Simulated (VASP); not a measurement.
Write the native input for VASP 6.6.1 that does the following.

| Item | Value |
| --- | --- |
| Task | single point |
| Functional | LDA |
| Potentials or basis | VASP PAW LDA potentials, release 64 (Si, C) |
| Cutoff | 600 eV |
| k mesh | 10 × 10 × 6 |
| Occupations | gaussian, width 0.05 eV |
| Spin | no spin polarisation |
| Dipole correction | no |
| Further INCAR settings | ALGO = Normal; EDIFF = 1e-06; NBANDS = 16 |

The structure of SiC lies in POSCAR:

```
SiC
1.0
    0.0000000000     -2.1644105396     -2.2148413052
    0.0000000000      2.1644105396     -2.2148413052
    4.3288210792      0.0000000000      0.0000000000
Si C
2 2
Direct
    0.5110884694      0.5110884694      0.5000000000
   -0.0110884694     -0.0110884694      0.0000000000
    0.0075067962      0.4924932038      0.2500000000
    0.4924932038      0.0075067962      0.7500000000
```

This cell differs from its parent crystal: atoms displaced along a vibrational mode, the cell strained.

One way to write it, as run:

INCAR

```
  PREC = Accurate
  ENCUT = 600
  EDIFF = 1E-6
  ISMEAR = 0
  SIGMA = 0.05
  LREAL = F
  LASPH = T
  NELM = 120
  ALGO = Normal
  ISIF = 2
  LWAVE = F
  LCHARG = F
  NBANDS = 16
  GGA_COMPAT = F
```

KPOINTS

```
Automatic mesh
0
Gamma
  10 10 6
```

Potentials or basis: VASP PAW LDA potentials, release 64 (Si, C).

Run with:

```console
$ cat potpaw_LDA.64/Si/POTCAR potpaw_LDA.64/C/POTCAR > POTCAR
$ mpirun -np 1 vasp_std > vasp.out
```

Results of the run:

```
Pressure               : -4.9 GPa
Largest force          : 0.661 eV/Å
Band gap on the k mesh : 1.16 eV
```

Caveat: the cell differs from its parent crystal (atoms displaced along a vibrational mode, the cell strained); the cell stands under tension.

Wall time 31 s on 1 thread of Intel(R) Xeon(R) 6975P-C (Granite Rapids), on a shared host, peak memory 0.2 GiB.
